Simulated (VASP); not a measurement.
# Mg3TiN3 (Pm-3m) in VASP: vibrations by perturbation theory with PBE

Aim: the vibrations by perturbation theory of Mg3TiN3 with PBE.

Program: VASP 6.6.1. These are calculated values, not measurements. Logs are shortened: lines on timing, memory, paths and dates and some standing lists are left out, and cuts for length are marked.

## Step 1: The cell of the first run

The structure is cubic, space group Pm-3m (No. 221). The conventional cell has a = 4.304 Å, b = 4.304 Å, c = 4.304 Å, α = 90.00°, β = 90.00°, γ = 90.00°. Within 2.8 Å of Mg (site symmetry 4/mmm) lie 4 N at 2.15 Å. Ti (site symmetry m-3m) has 6 N at 2.15 Å within 2.8 Å. Within 2.8 Å of N (site symmetry 4/mmm) lie 4 Mg at 2.15 Å and 2 Ti at 2.15 Å.

## Step 2: Vibrations by perturbation theory, PBE

Contents of INCAR:

```
ALGO     = Normal         # electronic algorithm
EDIFF    = 1E-8           # SCF threshold, eV
ENCUT    = 520            # plane-wave cutoff, eV
GGA      = PE             # functional
IBRION   = 8              # ionic algorithm
ISIF     = 2              # what is computed and relaxed
ISMEAR   = 0              # smearing method
LASPH    = T              # aspherical terms in the spheres
LCHARG   = T              # write CHGCAR
LREAL    = F              # projectors in reciprocal space
LWAVE    = F              # write WAVECAR
NBANDS   = 26             # bands
NELM     = 60             # most SCF steps
NSW      = 1              # ionic steps
PREC     = Accurate       # precision mode
SIGMA    = 0.1            # smearing width, eV
```

Contents of KPOINTS:

```
k-points
0
Gamma
  8 8 8
```

Contents of POSCAR:

```
Mg3TiN3
1.0
    4.3044541020      0.0000000000      0.0000000000
    0.0000000000      4.3044541020      0.0000000000
    0.0000000000      0.0000000000      4.3044541020
Mg Ti N
3 1 3
Direct
    0.0000000000      0.5000000000      0.5000000000
    0.5000000000      0.0000000000      0.5000000000
    0.5000000000      0.5000000000      0.0000000000
    0.0000000000      0.0000000000      0.0000000000
    0.5000000000      0.0000000000      0.0000000000
    0.0000000000      0.5000000000      0.0000000000
    0.0000000000      0.0000000000      0.5000000000
```

Potentials or basis: VASP PAW PBE potentials, release 64 (Mg, Ti_sv, N).

Started as:

```
> cat potpaw_PBE.64/Mg/POTCAR potpaw_PBE.64/Ti_sv/POTCAR potpaw_PBE.64/N/POTCAR > POTCAR
> mpirun -np 1 vasp_std > vasp.out
```

OUTCAR:

```text
EDIFF = 1E-8
   ENCUT = 520
   GGA = PE
   IBRION = 8
   ISIF = 2
   ISMEAR = 0
   LASPH = T
   LREAL = F
   NELM = 60
   NSW = 1
   PREC = Accurate

 ion  position               nearest neighbor table
   1  0.000  0.500  0.500-   6 2.15   7 2.15   6 2.15   7 2.15   3 3.04   3 3.04   4 3.04   4 3.04
                             2 3.04   4 3.04   2 3.04   4 3.04   2 3.04   3 3.04   3 3.04   2 3.04
   2  0.500  0.000  0.500-   5 2.15   7 2.15   5 2.15   7 2.15   3 3.04   3 3.04   4 3.04   4 3.04
                             1 3.04   3 3.04   3 3.04   1 3.04   4 3.04   1 3.04   4 3.04   1 3.04
   3  0.500  0.500  0.000-   5 2.15   6 2.15   5 2.15   6 2.15   2 3.04   1 3.04   2 3.04   2 3.04
                             4 3.04   4 3.04   2 3.04   1 3.04   4 3.04   1 3.04   1 3.04   4 3.04
   4  0.000  0.000  0.000-   5 2.15   6 2.15   7 2.15   7 2.15   6 2.15   5 2.15   1 3.04   2 3.04
                             1 3.04   1 3.04   3 3.04   2 3.04   1 3.04   2 3.04   3 3.04   3 3.04
   5  0.500  0.000  0.000-   2 2.15   3 2.15   4 2.15   2 2.15   3 2.15   4 2.15
   6  0.000  0.500  0.000-   1 2.15   3 2.15   4 2.15   1 2.15   4 2.15   3 2.15
   7  0.000  0.000  0.500-   1 2.15   2 2.15   4 2.15   4 2.15   1 2.15   2 2.15

  LATTYP: Found a simple cubic cell.
 ALAT       =     4.3044541020

  Lattice vectors:

 A1 = (   4.3044541020,   0.0000000000,   0.0000000000)
 A2 = (   0.0000000000,   4.3044541020,   0.0000000000)
 A3 = (   0.0000000000,   0.0000000000,   4.3044541020)

Analysis of symmetry for initial positions (statically):
=====================================================================
 Subroutine PRICEL returns:
 Original cell was already a primitive cell.

 Routine SETGRP: Setting up the symmetry group for a
 simple cubic supercell.

 Subroutine GETGRP returns: Found 48 space group operations
 (whereof 48 operations were pure point group operations)
 out of a pool of 48 trial point group operations.

The static configuration has the point symmetry O_h .

Analysis of symmetry for dynamics (positions and initial velocities):
[... 906 lines left out ...]

  FREE ENERGIE OF THE ION-ELECTRON SYSTEM (eV)
  ---------------------------------------------------
  free  energy   TOTEN  =       -43.4349135494 eV

  energy  without entropy=      -43.4258402987  energy(sigma->0) =      -43.43037692

[... ionic steps 2 to 15 ...]

--------------------------------------- Ionic step       16  -------------------------------------------

------------------------ aborting loop because EDIFF is reached ----------------------------------------

--------------------------------------- Ionic step       17  -------------------------------------------

 Free energy of the ion-electron system (eV)
  ---------------------------------------------------
  ---------------------------------------------------
  free energy    TOTEN  =        -0.24005433 eV

  energy without entropy =       -0.24005433

------------------------ aborting loop because EDIFF is reached ----------------------------------------

 INTERNAL STRAIN TENSOR  FOR ION    5  DIRECTION 2   (eV/Angst):
 -----------------------------------------------------------------------------
    -0.01490  0.00000  0.00000
     0.00000  0.02876  0.00000
     0.00000  0.00000 -0.00512

 INTERNAL STRAIN TENSOR FOR ION    7 for displacements in x,y,z  (eV/Angst):
          X           Y           Z          XY          YZ          ZX
  --------------------------------------------------------------------------------
  x     0.00000     0.00000     0.00000     0.00000     0.00000     0.00000
  y     0.00000     0.00000     0.00000     0.00000     0.00000     0.00000
  z     0.00000     0.00000     0.00000     0.00000     0.00000     0.00000

 SECOND DERIVATIVES (NOT SYMMETRIZED)
 ------------------------------------
               1X          1Y          1Z          2X          2Y          2Z          3X          3Y          3Z          4X          4Y          4Z          5X          5Y          5Z          6X          6Y          6Z          7X          7Y          7Z
  1X    -5.720302   -0.000000   -0.000000    2.099523   -0.000000    0.000000    2.099523    0.000000   -0.000000   -0.672742   -0.000000   -0.000000    0.097036   -0.000000   -0.000000    1.048481   -0.000000   -0.000000    1.048481   -0.000000    0.000000
  1Y     0.000000  -10.537703    0.000000    0.000000    2.099577    0.000000    0.000000   -0.380359    0.000000    0.000000    2.462652    0.000000    0.000000    0.041398    0.000000    0.000000    1.234998    0.000000    0.000000    5.079437    0.000000
  1Z     0.000000    0.000000  -10.537703    0.000000    0.000000   -0.380359    0.000000    0.000000    2.099577    0.000000    0.000000    2.462652    0.000000    0.000000    0.041398    0.000000    0.000000    5.079437    0.000000    0.000000    1.234998
  2X     2.099577    0.000000    0.000000  -10.537703    0.000000    0.000000   -0.380359    0.000000    0.000000    2.462652    0.000000    0.000000    1.234998    0.000000    0.000000    0.041398    0.000000    0.000000    5.079437    0.000000    0.000000
  2Y    -0.000000    2.099523    0.000000   -0.000000   -5.720302    0.000000    0.000000    2.099523   -0.000000   -0.000000   -0.672742   -0.000000   -0.000000    1.048481   -0.000000    0.000000    0.097036    0.000000   -0.000000    1.048481    0.000000
  2Z     0.000000    0.000000   -0.380359    0.000000    0.000000  -10.537703    0.000000    0.000000    2.099577    0.000000    0.000000    2.462652    0.000000    0.000000    5.079437    0.000000    0.000000    0.041398    0.000000    0.000000    1.234998
  3X     2.099577    0.000000    0.000000   -0.380359    0.000000    0.000000  -10.537703    0.000000    0.000000    2.462652    0.000000    0.000000    1.234998    0.000000    0.000000    5.079437    0.000000    0.000000    0.041398    0.000000    0.000000
  3Y     0.000000   -0.380359    0.000000    0.000000    2.099577    0.000000    0.000000  -10.537703    0.000000    0.000000    2.462652    0.000000    0.000000    5.079437    0.000000    0.000000    1.234998    0.000000    0.000000    0.041398    0.000000
  3Z    -0.000000   -0.000000    2.099523   -0.000000   -0.000000    2.099523    0.000000   -0.000000   -5.720302   -0.000000   -0.000000   -0.672742    0.000000   -0.000000    1.048481   -0.000000    0.000000    1.048481    0.000000    0.000000    0.097036
  4X    -0.656084    0.000000   -0.000000    2.469904   -0.000000    0.000000    2.469904    0.000000    0.000000    0.584429   -0.000000    0.000000   -5.636891    0.000000    0.000000    0.384369   -0.000000    0.000000    0.384369    0.000000    0.000000
  4Y    -0.000000    2.469904   -0.000000    0.000000   -0.656084    0.000000    0.000000    2.469904   -0.000000   -0.000000    0.584429   -0.000000    0.000000    0.384369   -0.000000    0.000000   -5.636891   -0.000000    0.000000    0.384369   -0.000000
  4Z    -0.000000    0.000000    2.469904    0.000000   -0.000000    2.469904   -0.000000   -0.000000   -0.656084    0.000000    0.000000    0.584429   -0.000000    0.000000    0.384369    0.000000   -0.000000    0.384369   -0.000000   -0.000000   -5.636891
  5X     0.093342   -0.000000   -0.000000    1.230716   -0.000000    0.000000    1.230716    0.000000    0.000000   -5.551115   -0.000000   -0.000000   -5.076388    0.000000    0.000000    4.036364   -0.000000    0.000000    4.036364    0.000000    0.000000
  5Y     0.000000    0.042705    0.000000    0.000000    1.046812    0.000000    0.000000    5.078054    0.000000    0.000000    0.352415    0.000000    0.000000  -10.358589    0.000000    0.000000    4.037375    0.000000    0.000000   -0.198773    0.000000
  5Z     0.000000    0.000000    0.042705    0.000000    0.000000    5.078054    0.000000    0.000000    1.046812    0.000000    0.000000    0.352415    0.000000    0.000000  -10.358589    0.000000    0.000000   -0.198773    0.000000    0.000000    4.037375
  6X     1.046812    0.000000    0.000000    0.042705    0.000000    0.000000    5.078054    0.000000    0.000000    0.352415    0.000000    0.000000    4.037375    0.000000    0.000000  -10.358589    0.000000    0.000000   -0.198773    0.000000    0.000000
  6Y     0.000000    1.230716   -0.000000   -0.000000    0.093342   -0.000000    0.000000    1.230716    0.000000   -0.000000   -5.551115   -0.000000   -0.000000    4.036364    0.000000    0.000000   -5.076388    0.000000    0.000000    4.036364   -0.000000
  6Z     0.000000    0.000000    5.078054    0.000000    0.000000    0.042705    0.000000    0.000000    1.046812    0.000000    0.000000    0.352415    0.000000    0.000000   -0.198773    0.000000    0.000000  -10.358589    0.000000    0.000000    4.037375
  7X     1.046812    0.000000    0.000000    5.078054    0.000000    0.000000    0.042705    0.000000    0.000000    0.352415    0.000000    0.000000    4.037375    0.000000    0.000000   -0.198773    0.000000    0.000000  -10.358589    0.000000    0.000000
  7Y     0.000000    5.078054    0.000000    0.000000    1.046812    0.000000    0.000000    0.042705    0.000000    0.000000    0.352415    0.000000    0.000000   -0.198773    0.000000    0.000000    4.037375    0.000000    0.000000  -10.358589    0.000000
  7Z    -0.000000   -0.000000    1.230716   -0.000000    0.000000    1.230716    0.000000    0.000000    0.093342   -0.000000   -0.000000   -5.551115   -0.000000   -0.000000    4.036364   -0.000000   -0.000000    4.036364    0.000000    0.000000   -5.076388

 Eigenvectors and eigenvalues of the dynamical matrix
 ----------------------------------------------------

   1 f  =   16.234597 THz   102.004984 2PiTHz  541.527880 cm-1    67.140870 meV
             X         Y         Z           dx          dy          dz
      0.000000  2.152227  2.152227     0.033772   -0.093371   -0.000000
      2.152227  0.000000  2.152227     0.173325   -0.018193    0.000000
      2.152227  2.152227  0.000000     0.173325   -0.093371    0.000000
      0.000000  0.000000  0.000000     0.072121   -0.038852   -0.000000
      2.152227  0.000000  0.000000     0.408451    0.280389   -0.000000
      0.000000  2.152227  0.000000    -0.520487   -0.220035    0.000000
      0.000000  0.000000  2.152227    -0.520487    0.280389    0.000000
[... 191 lines left out ...]
  21 f/i=    6.133230 THz    38.536219 2PiTHz  204.582524 cm-1    25.364989 meV
             X         Y         Z           dx          dy          dz
      0.000000  2.152227  2.152227     0.125484    0.040750   -0.000124
      2.152227  0.000000  2.152227     0.075892    0.067379   -0.000124
      2.152227  2.152227  0.000000     0.075892    0.040750   -0.000206
      0.000000  0.000000  0.000000    -0.661873   -0.355392    0.001085
      2.152227  0.000000  0.000000     0.497105    0.095866   -0.000293
      0.000000  2.152227  0.000000     0.178538    0.266920   -0.000293
      0.000000  0.000000  2.152227     0.178538    0.095866   -0.000815

--------------------------------------------------------------------------------------------------------

 ELASTIC MODULI CONTR FROM IONIC RELAXATION (kBar)
 Direction    XX          YY          ZZ          XY          YZ          ZX
 --------------------------------------------------------------------------------
 XX           0.0000      0.0000      0.0000      0.0000      0.0000      0.0000
 YY           0.0000      0.0000      0.0000      0.0000      0.0000      0.0000
 ZZ           0.0000      0.0000      0.0000      0.0000      0.0000      0.0000
 XY           0.0000      0.0000      0.0000      0.0000      0.0000      0.0000
 YZ           0.0000      0.0000      0.0000      0.0000      0.0000      0.0000
 ZX           0.0000      0.0000      0.0000      0.0000      0.0000      0.0000
 --------------------------------------------------------------------------------
```

It took 18 min on 1 thread of AMD EPYC 9R45 (Zen 5), shared host; peak memory 0.61 GiB.

What came out:

- Highest phonon frequency at Γ: 542 cm⁻¹
- Most unstable mode: 205i cm⁻¹

Phonon frequencies in cm⁻¹ (negative: imaginary):
```csv
q point,frequencies
"(0.000, 0.000, 0.000)",-205 -205 -205 0 0 0 265 265 265 265 265 265 406 406 406 491 491 491 542 542 542
```

Caveat: some modes are imaginary.
